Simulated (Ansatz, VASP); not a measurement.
# One calculation of PbS, two programs

```
CELL_PARAMETERS angstrom
0.00000 2.98723 2.98723
2.98723 0.00000 2.98723
2.98723 2.98723 0.00000
ATOMIC_POSITIONS crystal
Pb 0.00000 0.00000 0.00000
S 0.50000 0.50000 0.50000
```

Alike in both runs: task single point; functional r2SCAN; k mesh 8 × 8 × 8; no spin polarisation.

```csv
,VASP,Ansatz
version,VASP 6.6.1,Ansatz 0.2.0
potentials or method,"VASP PAW PBE potentials, release 64 (Pb_d, S)","plane waves, PAW"
plane-wave cutoff (eV),520,500
occupations,"gaussian, width 0.01 eV",fixed
valence electrons in the cell,20,20
```

```tsv
	VASP	Ansatz	Ansatz less VASP
gap on the k mesh at the Fermi level (eV)	0.70	0.69	-0.010
pressure (GPa)	0.0	0.0	+0.02
```

VASP's potentials were made for PBE, not for r2SCAN.

Spin-orbit coupling is off throughout.
